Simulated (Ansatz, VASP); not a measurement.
**One calculation of TePb, two programs**

File INCAR:

```
PREC     = Accurate       # precision mode
ENCUT    = 500            # plane-wave cutoff, eV
EDIFF    = 1E-6           # SCF threshold, eV
ISMEAR   = 0              # smearing method
SIGMA    = 0.02           # smearing width, eV
LREAL    = F              # projectors in reciprocal space
LASPH    = T              # aspherical terms in the spheres
NELM     = 120            # most SCF steps
ALGO     = Normal         # electronic algorithm
ISIF     = 2              # what is computed and relaxed
LWAVE    = F              # write WAVECAR
LCHARG   = T              # write CHGCAR
GGA      = PS             # functional
LELF     = T              # ELF
LVHAR    = T            
NBANDS   = 17             # bands
GGA_COMPAT= F
```

The input KPOINTS:

```
regular mesh
0
Gamma
  6 6 6
```

File POSCAR:

```
TePb
1.0
    0.0000000000      3.2217250347      3.2217250347
    3.2217250347      0.0000000000      3.2217250347
    3.2217250347      3.2217250347      0.0000000000
Te Pb
1 1
Direct
    0.5000000000      0.5000000000      0.5000000000
    0.0000000000      0.0000000000      0.0000000000
```

Input for Ansatz:

```yaml
crystal:
  lattice:
    - [0.0, 3.2217250347, 3.2217250347]
    - [3.2217250347, 0.0, 3.2217250347]
    - [3.2217250347, 3.2217250347, 0.0]
  atoms:
    - { symbol: Te, position: [0.5, 0.5, 0.5] }
    - { symbol: Pb, position: [0.0, 0.0, 0.0] }
basis:
  ecutwfc: 420
kpoints:
  mp_grid: { grid: [6, 6, 6] }
hamiltonian:
  xc: pbesol
  pseudopotentials: { kind: paw, azcp: { folder: soft_1 } }
scf:
  occupations: { method: gaussian, width: 0.02 }
output:
  forces: true
  stress: true
  eigenvalues: true
```

Alike in both runs: task single point; functional PBEsol; k mesh 6 × 6 × 6; occupations gaussian, width 0.02 eV; no spin polarisation.

|  | VASP | Ansatz |
| --- | --- | --- |
| version | VASP 6.6.1 | Ansatz 0.2.0 |
| potentials or method | VASP PAW PBE potentials, release 64 (Te, Pb_d), cutoff 500 eV | scalar-relativistic, plane waves, PAW |
| valence electrons in the cell | 20 | 30 |

|  | VASP | Ansatz | Ansatz less VASP |
| --- | --- | --- | --- |
| gap on the k mesh at the Fermi level (eV) | 0.65 | 0.65 | +0.002 |
| least direct gap on the mesh (eV) | 0.65 | 0.65 | +0.002 |
| pressure (GPa) | 0.0 | 0.0 | +0.04 |

VASP's potentials were made for PBE, not for PBEsol, and Ansatz warns of the same on its side. VASP's potentials hold 20 valence electrons a cell and Ansatz's 30, so a difference there can come from the potentials and not from the codes.

Neither program's run includes spin-orbit coupling.
